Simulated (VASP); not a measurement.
Set up this calculation in VASP 6.6.1, as the native input.

```yaml
Task: single point
Functional: PBEsol
Potentials_or_basis: VASP PAW PBE potentials, release 64 (Ir)
Cutoff: 520 eV
k_mesh: 22 × 22 × 22
Occupations: gaussian, width 0.15 eV
Spin: no spin polarisation
Dipole_correction: no
Further_INCAR_settings: ALGO = Normal; EDIFF = 1e-06; NBANDS = 10
```

The structure of Ir lies in POSCAR:

```
Ir
1.0
    0.0000000000      1.9676925000      1.9676925000
    1.9676925000      0.0000000000      1.9676925000
    1.9676925000      1.9676925000      0.0000000000
Ir
1
Direct
    0.0000000000      0.0000000000      0.0000000000
```

This cell differs from its parent crystal: strain +0.025 along x and y, +0.025 along z.

One way to write it, as run:

INCAR

```
SYSTEM = Ir
PREC = Accurate
ENCUT = 520
EDIFF = 1E-6
ISMEAR = 0
SIGMA = 0.15
LREAL = .False.
LASPH = .True.
NELM = 100
ALGO = Normal
ISIF = 2
LWAVE = .False.
LCHARG = .False.
GGA = PS
NBANDS = 10
```

KPOINTS

```
Automatic mesh
0
Gamma
  22 22 22
  0 0 0
```

Potentials or basis: VASP PAW PBE potentials, release 64 (Ir).

The run is started by

```sh
$ cat potpaw_PBE.64/Ir/POTCAR > POTCAR
$ mpirun -np 1 vasp_std > vasp.out
```

It gave:

```json
{
  "Pressure": "-24.9 GPa",
  "Band gap on the k mesh": "zero (an odd number of electrons rules out a gap without spin polarisation)"
}
```

Caveat: the cell differs from its parent crystal (strain +0.025 along x and y, +0.025 along z); the cell stands under tension; the PAW data sets were made with another functional, which shifts forces and pressure a little; spin-orbit coupling is left out, which moves the levels of the heavy elements.

Run time: 32 s on 1 thread of AMD EPYC 9R45 96-Core Processor (Zen 5), on a shared host, peak memory 0.16 GiB.
